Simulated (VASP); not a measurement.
The system is Ca2C.

```xyz
6
Lattice="3.2926 0.0000 0.0000 -1.6463 2.8514 0.0000 0.0000 0.0000 12.8067" Properties=species:S:1:pos:R:3 pbc="T T T"
Ca    0.0000    1.9010    8.0362
Ca    1.6463    0.9505    1.6329
Ca    0.0000    1.9010   11.1739
Ca    1.6463    0.9505    4.7705
C     0.0000    1.9010    3.2017
C     1.6463    0.9505    9.6050
```

| Property | Result |
| --- | --- |
| Program | VASP 6.6.1 |
| Task | relaxation of cell and atoms |
| Functional | PBE |
| Potentials or basis | VASP PAW PBE potentials, release 64 (Ca_sv, C) |
| Cutoff | 600 eV |
| k mesh | 6 × 6 × 2 |
| Occupations | gaussian, width 0.1 eV |
| Spin | no spin polarisation |

At the start: pressure 10.1 GPa; volume 20.04 Å³/atom.

Q: Where does the relaxation end?

A: Over 10 steps the energy falls by 196.8 meV/atom and the volume is 25.98 Å³/atom (+29.7 %); space group P6_3/mmc (No. 194, to 0.1 Å) before and after.

Step by step:
| step | energy change (eV) | largest force (eV/Å) | pressure (GPa) | volume (Å³) |
| --- | --- | --- | --- | --- |
| 1 | 0.0000 | 0.5022 | 10.15 | 120.24 |
| 2 | -0.8797 | 0.8763 | 0.29 | 143.61 |
| 3 | -0.8992 | 0.9290 | -1.12 | 149.02 |
| 4 | -1.0683 | 0.5688 | -0.43 | 149.40 |
| 5 | -1.1448 | 0.0503 | 0.49 | 149.79 |
| 6 | -1.1455 | 0.1010 | 0.41 | 149.76 |
| 7 | -1.1594 | 0.0883 | 0.14 | 151.57 |
| 8 | -1.1748 | 0.0632 | -0.58 | 157.03 |
| 9 | -1.1803 | 0.0484 | 0.13 | 155.61 |
| 10 | -1.1807 | 0.0262 | -0.01 | 155.89 |

Final structure:
```cif
data_structure
_symmetry_space_group_name_H-M 'P 1'
_symmetry_Int_Tables_number 1
_cell_length_a 3.6650
_cell_length_b 3.6650
_cell_length_c 13.4011
_cell_angle_alpha 90.000
_cell_angle_beta 90.000
_cell_angle_gamma 120.000
_cell_volume 155.89
loop_
_atom_site_label
_atom_site_type_symbol
_atom_site_fract_x
_atom_site_fract_y
_atom_site_fract_z
_atom_site_occupancy
Ca1 Ca 0.33333 0.66667 0.64263 1
Ca2 Ca 0.66667 0.33333 0.14263 1
Ca3 Ca 0.33333 0.66667 0.85737 1
Ca4 Ca 0.66667 0.33333 0.35737 1
C1 C 0.33333 0.66667 0.25000 1
C2 C 0.66667 0.33333 0.75000 1
```

Caveat: the k points lie up to 0.33 Å⁻¹ apart in the final cell; the volume moved by over 15 % at a fixed basis, so the end points are rough.
